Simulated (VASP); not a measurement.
Runs of VASP 6.6.1 on BAs (zincblende type). The structure is that of space group F-43m (No. 216), or close to it. The cells are those of the table. 

```tsv
task	cell	cutoff (eV)	gap on the mesh (eV)	pressure (GPa)
relaxation of cell and atoms	relaxed from a = 3.403 Å, angles 60.0°, 2 atoms	600	1.09	0.0
single point	a = 2.905 Å, angles 60.0°, 2 atoms	520	0.58	156.6
single point	a = 3.231 Å, angles 60.0°, 2 atoms	520	(b)	(c)
single point	a = 3.371 Å, angles 60.0°, 2 atoms	520	1.09	0.9
single point	a = 3.302 Å, angles 60.0°, 2 atoms	520	(a)	11.0
single point	a = 3.130 Å, angles 60.0°, 2 atoms	520	0.83	51.3
```

Alike in all rows: level PBEsol; potentials or basis VASP PAW PBE potentials, release 64 (B, As); no spin polarisation; k mesh 14 × 14 × 14; smearing fermi-dirac 0.05 eV.

Question: Fill in the values left out.

Answer: (a) 1.02; (b) 0.94; (c) 24.8.

Caveats: the PAW data sets were made with another functional, which shifts forces and pressure a little; the cell stands under pressure (at least some runs).

A k mesh can miss the band edges, and the runs leave out spin-orbit coupling on As.
